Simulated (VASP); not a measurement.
Wanted: the native input for a VASP 6.6.1 run.

```
Task                   : single point
Functional             : PBE
Potentials or basis    : VASP PAW PBE potentials, release 64 (Pb_d, Se)
Cutoff                 : 520 eV
k mesh                 : 10 × 10 × 10
Occupations            : fermi-dirac, width 0.03 eV
Spin                   : no spin polarisation
Dipole correction      : no
Further INCAR settings : ALGO = Normal; EDIFF = 1e-07; NBANDS = 17
```

The structure of PbSe (rocksalt type) lies in POSCAR:

```
PbSe
1.0
   -0.0310796127      3.1079612690      3.1079612690
    3.1079612690     -0.0310796127      3.1079612690
    3.0768816563      3.0768816563      0.0000000000
Pb Se
1 1
Direct
    0.0000000000      0.0000000000      0.0000000000
    0.5000000000      0.5000000000      0.5000000000
```

This cell differs from its parent crystal: xy shear strain of -2 %.

These files were run (other wordings do the same):

INCAR

```
SYSTEM = PbSe
  PREC = Accurate
  ENCUT = 520
  EDIFF = 1E-7
  ISMEAR = -1
  SIGMA = 0.03
  LREAL = .FALSE.
  LASPH = .TRUE.
  NELM = 100
  ALGO = Normal
  ISIF = 2
  LWAVE = .FALSE.
  LCHARG = .FALSE.
  GGA = PE
  NBANDS = 17
```

KPOINTS

```
Automatic mesh
0
G
  10 10 10
  0 0 0
```

Potentials or basis: VASP PAW PBE potentials, release 64 (Pb_d, Se).

The run is started by

```console
$ cat potpaw_PBE.64/Pb_d/POTCAR potpaw_PBE.64/Se/POTCAR > POTCAR
$ mpirun -np 1 vasp_std > vasp.out
```

Results of the run:

```json
{
 "Pressure": "0.0 GPa",
 "Band gap on the k mesh": "0.35 eV (least direct gap 0.43 eV)"
}
```

Caveat: the cell differs from its parent crystal (xy shear strain of -2 %); spin-orbit coupling is left out, which moves the levels of the heavy elements.

Wall time 78 s on 1 thread of AMD EPYC 9R45 96-Core Processor (Zen 5), on a shared host, peak memory 0.29 GiB.
